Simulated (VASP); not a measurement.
# BP (F-43m) in VASP: a series of runs

BP is run at these levels: LDA; tasks: single point, relaxation of cell and atoms.

Everything below comes from runs of VASP 6.6.1. Logs are shortened: lines on timing, memory, paths and dates and some standing lists are left out, and cuts for length are marked.

## (1) The cell of the first run

It takes space group F-43m (No. 216, cubic). The conventional cell has a = 4.338 Å, b = 4.338 Å, c = 4.338 Å, α = 90.00°, β = 90.00°, γ = 90.00°. B (site symmetry -43m) has 4 P at 1.88 Å within 2.5 Å. Within 2.5 Å of P (site symmetry -43m) lie 4 B at 1.88 Å.

## (2) Single point, LDA

INCAR reads:

```
PREC = Accurate
ENCUT = 500
EDIFF = 1E-6
ISMEAR = 0
SIGMA = 0.01
LREAL = False
LASPH = True
NELM = 120
ALGO = Normal
ISIF = 2
LWAVE = False
LCHARG = False
GGA = CA
NBANDS = 11
GGA_COMPAT = False
```

KPOINTS reads:

```
Automatic mesh
0
Gamma
  12 12 12
```

POSCAR reads:

```
BP
1.0
    0.0000000000      2.1692282038      2.1692282038
    2.1692282038      0.0000000000      2.1692282038
    2.1692282038      2.1692282038      0.0000000000
B P
1 1
Direct
    0.0000000000      0.0000000000      0.0000000000
    0.7500000000      0.7500000000      0.7500000000
```

Potentials or basis: VASP PAW LDA potentials, release 64 (B, P).

On the command line:

```console
> cat potpaw_LDA.64/B/POTCAR potpaw_LDA.64/P/POTCAR > POTCAR
> mpirun -np 1 vasp_std > vasp.out
```

OUTCAR:

```text
PREC = Accurate
   ENCUT = 500
   EDIFF = 1E-6
   ISMEAR = 0
   LREAL = False
   LASPH = True
   NELM = 120
   ISIF = 2
   GGA = CA

 ion  position               nearest neighbor table
   1  0.000  0.000  0.000-   2 1.88   2 1.88   2 1.88   2 1.88
   2  0.750  0.750  0.750-   1 1.88   1 1.88   1 1.88   1 1.88

  LATTYP: Found a face centered cubic cell.
 ALAT       =     4.3384564076

  Lattice vectors:

 A1 = (   0.0000000000,   2.1692282038,   2.1692282038)
 A2 = (   2.1692282038,   0.0000000000,   2.1692282038)
 A3 = (   2.1692282038,   2.1692282038,   0.0000000000)

Analysis of symmetry for initial positions (statically):
=====================================================================
 Subroutine PRICEL returns:
 Original cell was already a primitive cell.

 Routine SETGRP: Setting up the symmetry group for a
 face centered cubic supercell.

 Subroutine GETGRP returns: Found 24 space group operations
 (whereof 24 operations were pure point group operations)
 out of a pool of 48 trial point group operations.

The static configuration has the point symmetry T_d .

Analysis of symmetry for dynamics (positions and initial velocities):
=====================================================================
 Subroutine PRICEL returns:
 Original cell was already a primitive cell.

 Routine SETGRP: Setting up the symmetry group for a
 face centered cubic supercell.

 Subroutine GETGRP returns: Found 24 space group operations
 (whereof 24 operations were pure point group operations)
 out of a pool of 48 trial point group operations.

The dynamic configuration has the point symmetry T_d .

 Subroutine INISYM returns: Found 24 space group operations
 (whereof 24 operations are pure point group operations),
 and found     1 'primitive' translations

----------------------------------------------------------------------------------------

                                     Primitive cell

  volume of cell :      20.4148

  direct lattice vectors                    reciprocal lattice vectors
     0.000000000  2.169228204  2.169228204    -0.230496726  0.230496726  0.230496726
     2.169228204  0.000000000  2.169228204     0.230496726 -0.230496726  0.230496726
     2.169228204  2.169228204  0.000000000     0.230496726  0.230496726 -0.230496726

  length of vectors
     3.067751946  3.067751946  3.067751946     0.399232041  0.399232041  0.399232041

  position of ions in fractional coordinates (direct lattice)
[... 82 lines left out ...]
   NSW    =      0    number of steps for IOM
   IBRION =     -1    ionic relax: 0-MD 1-quasi-New 2-CG
   NFREE  =      0    steps in history (QN), initial steepest desc. (CG)
   ISIF   =      2    stress and relaxation
   ISYM   =      2    0-nonsym 1-usesym 2-fastsym
   POTIM  = 0.5000    time-step for ionic-motion
   TEBEG  =    0.0;   TEEND  =   0.0 temperature during run
   PSTRESS=    0.0 pullay stress
   NELECT =       8.0000    total number of electrons
   NUPDOWN=      -1.0000    fix difference up-down
   EMIN   =  10.00;   EMAX   =-10.00  energy-range for DOS
   EFERMI =   0.00;   METHOD = LEGACY
   ISMEAR =     0;   SIGMA  =   0.01  broadening in eV -4-tet -1-fermi 0-gaus
   EFERMI_NEDOS =   21; number of points for ismear=-14 and -15
   IALGO  =     38    algorithm
   IMIX   =      4    mixing-type and parameters
     AMIX     =   0.40;   BMIX     =  1.00
     AMIX_MAG =   1.60;   BMIX_MAG =  1.00
  volume/ion in A,a.u.               =      10.21        68.88
  Fermi-wavevector in a.u.,A,eV,Ry     =   1.197998  2.263889 19.527085  1.435200
  Thomas-Fermi vector in A             =   2.333899
   LORBIT       =      0    0 simple, 1 ext, 2 COOP (PROOUT), +10 PAW based schemes
   GGA     = CA    functional components
   LHFCALC =     F    Hartree Fock is set to
   AEXX    =    0.0000 exact exchange contribution
   IVDW    =     0    specifies the selected vdW correction
   LEPSILON=     F    determine dielectric tensor
   LRPA    =     F    only Hartree local field effects (RPA)
 non-spin polarized calculation
 Gauss-broadening in eV      SIGMA  =   0.01
  energy-cutoff  :      500.00
  volume of cell :       20.41
 maximum number of plane-waves:       533
 NGX is ok and might be reduce to    24
   NGX = 11   NGY = 11   NGZ = 11

 number of electron       7.9999999 magnetization

 Free energy of the ion-electron system (eV)
  ---------------------------------------------------
  ext. energy  EPLUGINS =         0.00000000
  ---------------------------------------------------
  free energy    TOTEN  =       -14.25976759 eV

  energy without entropy =      -14.25976759  energy(sigma->0) =      -14.25976759

 E-fermi :   9.1264     XC(G=0): -11.6538

 val. band max:        9.0875030680   @ k =   0.0000   0.0000   0.0000
 cond. band min:      10.0967340767   @ k =   0.4167   0.4167   0.0000
 fundamental gap:      1.0092310087
 Fermi energy:         9.1263873459

 k-point     1 :       0.0000    0.0000    0.0000
  band No.  band energies     occupation
      1      -7.5369      2.00000
      2       9.0875      2.00000
      3       9.0875      2.00000
      4       9.0875      2.00000
      5      12.7167      0.00000
      6      12.7167      0.00000
      7      12.7167      0.00000
      8      18.5910      0.00000
      9      21.3813      0.00000
     10      21.6909      0.00000
     11      21.6909      0.00000
[... 309 lines left out ...]
 k-point    24 :      -0.4167    0.1667    0.0000
  band No.  band energies     occupation
      1      -3.3136      2.00000
      2      -0.3621      2.00000
      3       4.8510      2.00000
      4       6.5361      2.00000
      5      12.6616      0.00000
      6      15.4846      0.00000
      7      16.1574      0.00000
      8      20.3125      0.00000
      9      21.8328      0.00000
     10      22.5584      0.00000
     11      26.1991      0.00000

 [... further k-points ...]
[... 5 lines left out ...]
  --------------------------------------------------------------------------------------
  -------------------------------------------------------------------------------------
  Total        2.7778234      2.7778234      2.7778234     -0.0000000      0.0000000     -0.0000000
  in kB      218.0065271    218.0065271    218.0065271     -0.0000000      0.0000000     -0.0000000
  external PRESSURE =     218.0065271 kB  Pullay stress =       0.0000000 kB

 VOLUME and BASIS-vectors are now :
 -----------------------------------------------------------------------------
  energy-cutoff  :      500.00
  volume of cell :       20.41
      direct lattice vectors                 reciprocal lattice vectors
     0.000000000  2.169228204  2.169228204    -0.230496726  0.230496726  0.230496726
     2.169228204  0.000000000  2.169228204     0.230496726 -0.230496726  0.230496726
     2.169228204  2.169228204  0.000000000     0.230496726  0.230496726 -0.230496726

 POSITION                                       TOTAL-FORCE (eV/Angst)
 -----------------------------------------------------------------------------------
      0.00000      0.00000      0.00000        -0.000000      0.000000      0.000000
      3.25384      3.25384      3.25384         0.000000     -0.000000      0.000000
 -----------------------------------------------------------------------------------
    total drift:                               -0.000000     -0.000000     -0.000000

  FREE ENERGIE OF THE ION-ELECTRON SYSTEM (eV)
  ---------------------------------------------------
  free  energy   TOTEN  =       -14.2597675871 eV

  energy  without entropy=      -14.2597675871  energy(sigma->0) =      -14.25976759
```

stdout:

```text
POSCAR found type information on POSCAR B P
 POSCAR found :  2 types and       2 ions
 scaLAPACK will be used
 LDA part: xc-table for (Slater(with rela. corr.)+CA(PZ))
 , standard interpolation
 POSCAR, INCAR and KPOINTS ok, starting setup
 FFT: planning ... GRIDC
 FFT: planning ... GRID_SOFT
 FFT: planning ... GRID
 WAVECAR not read
 entering main loop
```

Run time: 20 s. Hardware: 1 thread of Intel Xeon 8259CL, shared host; peak memory 0.13 GiB.

Results:

| Quantity | Value |
| --- | --- |
| Free energy | -14.2598 eV |
| Pressure | 21.8 GPa |
| Band gap on the k mesh | 1.01 eV, indirect (least direct gap 3.63 eV) |

## (3) Relaxation of cell and atoms, LDA, target pressure 22 GPa, at which the enthalpy is minimised

This run uses another cell than the first one, of 10.70 Å³/atom, 1.048 times its volume.

INCAR reads:

```
SYSTEM = BP
PREC = Accurate
ENCUT = 500
EDIFF = 1E-7
ISMEAR = 0
SIGMA = 0.01
LREAL = .False.
LASPH = .True.
NELM = 120
ALGO = Normal
ISIF = 3
LWAVE = .False.
LCHARG = .False.
GGA = CA
IBRION = 2
NSW = 80
EDIFFG = -0.001
PSTRESS = 220.0
GGA_COMPAT = .False.
NELMIN = 4
```

KPOINTS reads:

```
regular mesh
0
Gamma
  10 10 10
  0 0 0
```

POSCAR reads:

```
BP
1.0
    0.0000000000      2.2034501388      2.2034501388
    2.2034501388      0.0000000000      2.2034501388
    2.2034501388      2.2034501388      0.0000000000
B P
1 1
Direct
    0.0000000000      0.0000000000      0.0000000000
    0.7500000000      0.7500000000      0.7500000000
```

Potentials or basis: VASP PAW LDA potentials, release 64 (B, P).

On the command line:

```console
> cat potpaw_LDA.64/B/POTCAR potpaw_LDA.64/P/POTCAR > POTCAR
> mpirun -np 1 vasp_std > vasp.out
```

Wall time 36 s (1 thread of Intel Xeon 8259CL, shared host); peak memory 0.13 GiB.

The run converged. Its results:

| Quantity | Value |
| --- | --- |
| Free energy | -14.2577 eV |
| Relaxed volume | 10.20 Å³/atom |
| Relaxed cell | a = 3.067 Å, b = 3.067 Å, c = 3.067 Å, α = 60.00°, β = 60.00°, γ = 60.00° |
| Space group after relaxing (to 0.05 Å) | F-43m (No. 216) |
| Energy change on relaxing (the enthalpy is what falls) | +50.5 meV/atom |
| Ionic steps | 6 |
| Pressure after relaxing | 22.0 GPa |
| Band gap on the k mesh | 1.03 eV, indirect (least direct gap 3.63 eV) |

Step by step:
```csv
step,energy change (eV),largest force (eV/Å),pressure (GPa),volume (Å³)
1,0.0000,0.0000,10.85,21.40
2,0.3329,0.0000,39.39,19.17
3,0.0991,0.0000,21.82,20.41
4,0.1017,0.0000,22.06,20.39
5,0.1004,0.0000,21.95,20.40
6,0.1011,0.0000,22.00,20.40
```

Final structure:
```
B P
1.0
     0.00000    2.16867    2.16867
     2.16867    0.00000    2.16867
     2.16867    2.16867    0.00000
B P
1 1
Cartesian
  4.3373 2.1687 2.1687
  3.2530 3.2530 3.2530
```

Levels at points of the mesh, in eV from the valence-band top:
```csv
k point,band 1,band 2,band 3,band 4,band 5,band 6,band 7,band 8
"(0.00, 0.00, 0.00)",-16.63,0.00,0.00,0.00,3.63,3.63,3.63,9.52
"(0.50, 0.00, 0.00)",-12.76,-10.01,-1.90,-1.90,4.64,4.78,4.78,10.42
"(0.50, 0.50, 0.00)",-11.07,-9.19,-4.59,-4.59,1.04,1.46,13.30,13.30
```

Caveat: the cell is relaxed towards a set pressure, so the enthalpy falls and the energy may rise.

## (4) Relaxation of cell and atoms, LDA, target pressure 11 GPa, at which the enthalpy is minimised

This run uses another cell than the first one, of 11.02 Å³/atom, 1.079 times its volume.

INCAR reads:

```
SYSTEM = BP
  PREC = Accurate
  ENCUT = 500
  EDIFF = 1E-7
  ISMEAR = 0
  SIGMA = 0.01
  LREAL = .False.
  LASPH = .True.
  NELM = 120
  ALGO = Normal
  ISIF = 3
  LWAVE = .False.
  LCHARG = .False.
  IBRION = 2
  NSW = 80
  EDIFFG = -0.001
  PSTRESS = 110.0
  GGA_COMPAT = .False.
  NELMIN = 4
```

KPOINTS is that of step 3.

POSCAR reads:

```
BP
1.0
    0.0000000000      2.2250781898      2.2250781898
    2.2250781898      0.0000000000      2.2250781898
    2.2250781898      2.2250781898      0.0000000000
B P
1 1
Direct
    0.0000000000      0.0000000000      0.0000000000
    0.7500000000      0.7500000000      0.7500000000
```

On the command line:

```console
> cat potpaw_LDA.64/B/POTCAR potpaw_LDA.64/P/POTCAR > POTCAR
> mpirun -np 1 vasp_std > vasp.out
```

It took 33 s on 1 thread of Intel Xeon 8259CL, shared host; peak memory 0.13 GiB.

It converged, with:

- Free energy: -14.3581 eV
- Relaxed volume: 10.69 Å³/atom
- Relaxed cell: a = 3.115 Å, b = 3.115 Å, c = 3.115 Å, α = 60.00°, β = 60.00°, γ = 60.00°
- Space group after relaxing (to 0.05 Å): F-43m (No. 216)
- Energy change on relaxing (the enthalpy is what falls): +16.0 meV/atom
- Ionic steps: 6
- Pressure after relaxing: 11.0 GPa
- Band gap on the k mesh: 1.08 eV, indirect (least direct gap 3.53 eV)

Step by step:
```csv
step,energy change (eV),largest force (eV/Å),pressure (GPa),volume (Å³)
1,0.0000,0.0000,4.88,22.03
2,0.0921,0.0000,18.18,20.72
3,0.0317,0.0000,10.96,21.39
4,0.0326,0.0000,11.09,21.37
5,0.0315,0.0000,10.93,21.39
6,0.0320,0.0000,11.00,21.38
```

Final structure:
```
B P
1.0
     0.00000    2.20295    2.20295
     2.20295    0.00000    2.20295
     2.20295    2.20295    0.00000
B P
1 1
Direct
  0.00000 0.00000 0.00000
  0.75000 0.75000 0.75000
```

Levels at points of the mesh, in eV from the valence-band top:
| k point | band 2 | band 3 | band 4 | band 5 | band 6 | band 7 |
| --- | --- | --- | --- | --- | --- | --- |
| (0.00, 0.00, 0.00) | 0.00 | 0.00 | 0.00 | 3.53 | 3.53 | 3.53 |
| (0.50, 0.00, 0.00) | -9.66 | -1.85 | -1.85 | 4.33 | 4.75 | 4.75 |
| (0.50, 0.50, 0.00) | -8.94 | -4.42 | -4.42 | 1.13 | 1.49 | 12.84 |

Caveat: the cell is relaxed towards a set pressure, so the enthalpy falls and the energy may rise.

## (5) Relaxation of cell and atoms, LDA, target pressure 22 GPa, at which the enthalpy is minimised

INCAR reads:

```
SYSTEM = BP
PREC = Accurate
ENCUT = 500
EDIFF = 1E-7
ISMEAR = 0
SIGMA = 0.01
LREAL = .FALSE.
LASPH = .TRUE.
NELM = 120
ALGO = Normal
ISIF = 3
LWAVE = .FALSE.
LCHARG = .FALSE.
GGA = CA
IBRION = 2
NSW = 80
EDIFFG = -0.001
PSTRESS = 220.0
GGA_COMPAT = .FALSE.
NELMIN = 4
```

KPOINTS reads:

```
Automatic mesh
0
G
  12 12 12
  0 0 0
```

POSCAR reads:

```
BP
1.0
    0.0000000000      2.1692282038      2.1692282038
    2.1692282038      0.0000000000      2.1692282038
    2.1692282038      2.1692282038      0.0000000000
B P
1 1
Direct
    0.0000000000      0.0000000000      0.0000000000
    0.7500000000      0.7500000000      0.7500000000
```

On the command line:

```console
> cat potpaw_LDA.64/B/POTCAR potpaw_LDA.64/P/POTCAR > POTCAR
> mpirun -np 1 vasp_std > vasp.out
```

Wall time 30 s (1 thread of Intel Xeon 8259CL, shared host); peak memory 0.13 GiB.

The run converged. Its results:

```
Free energy                                            : -14.2576 eV
Relaxed volume                                         : 10.20 Å³/atom
Relaxed cell                                           : a = 3.067 Å, b = 3.067 Å, c = 3.067 Å, α = 60.00°, β = 60.00°, γ = 60.00°
Space group after relaxing (to 0.05 Å)                 : F-43m (No. 216)
Energy change on relaxing (the enthalpy is what falls) : +1.1 meV/atom
Ionic steps                                            : 3
Pressure after relaxing                                : 22.0 GPa
Band gap on the k mesh                                 : 1.01 eV, indirect (least direct gap 3.63 eV)
```

Step by step:
| step | energy change (eV) | largest force (eV/Å) | pressure (GPa) | volume (Å³) |
| --- | --- | --- | --- | --- |
| 1 | 0.0000 | 0.0000 | 21.80 | 20.41 |
| 2 | 0.0051 | 0.0000 | 22.26 | 20.38 |
| 3 | 0.0022 | 0.0000 | 22.00 | 20.40 |

Final structure:
```
B P
1.0
     0.00000    2.16867    2.16867
     2.16867    0.00000    2.16867
     2.16867    2.16867    0.00000
B P
1 1
Direct
  0.00000 0.00000 0.00000
  0.75000 0.75000 0.75000
```

Levels at points of the mesh, in eV from the valence-band top:
```tsv
k point	band 1	band 2	band 3	band 4	band 5	band 6	band 7	band 8
(0.00, 0.00, 0.00)	-16.63	0.00	0.00	0.00	3.63	3.63	3.63	9.52
(0.50, 0.00, 0.00)	-12.76	-10.01	-1.90	-1.90	4.64	4.78	4.78	10.42
(0.50, 0.50, 0.00)	-11.07	-9.19	-4.59	-4.59	1.04	1.46	13.30	13.30
```

Caveat: the cell is relaxed towards a set pressure, so the enthalpy falls and the energy may rise. A k mesh can miss the band edges.

## (6) The runs side by side

| task | cell | k mesh | gap on the mesh (eV) | pressure (GPa) |
| --- | --- | --- | --- | --- |
| single point | a = 3.068 Å, angles 60.0°, 2 atoms | 12 × 12 × 12 | 1.01 | 21.8 |
| relaxation of cell and atoms | relaxed to 22 GPa from a = 3.116 Å, angles 60.0°, 2 atoms | 10 × 10 × 10 | 1.03 | 22.0 |
| relaxation of cell and atoms | relaxed to 11 GPa from a = 3.147 Å, angles 60.0°, 2 atoms | 10 × 10 × 10 | 1.08 | 11.0 |
| relaxation of cell and atoms | relaxed to 22 GPa from a = 3.068 Å, angles 60.0°, 2 atoms | 12 × 12 × 12 | 1.01 | 22.0 |

Alike in all rows: level LDA; potentials or basis VASP PAW LDA potentials, release 64 (B, P); no spin polarisation; cutoff (eV) 500; smearing gaussian 0.01 eV.

Caveats: the cell is relaxed towards a set pressure, so the enthalpy falls and the energy may rise (some runs).

Absolute energies hang on the potentials; compare differences alone.
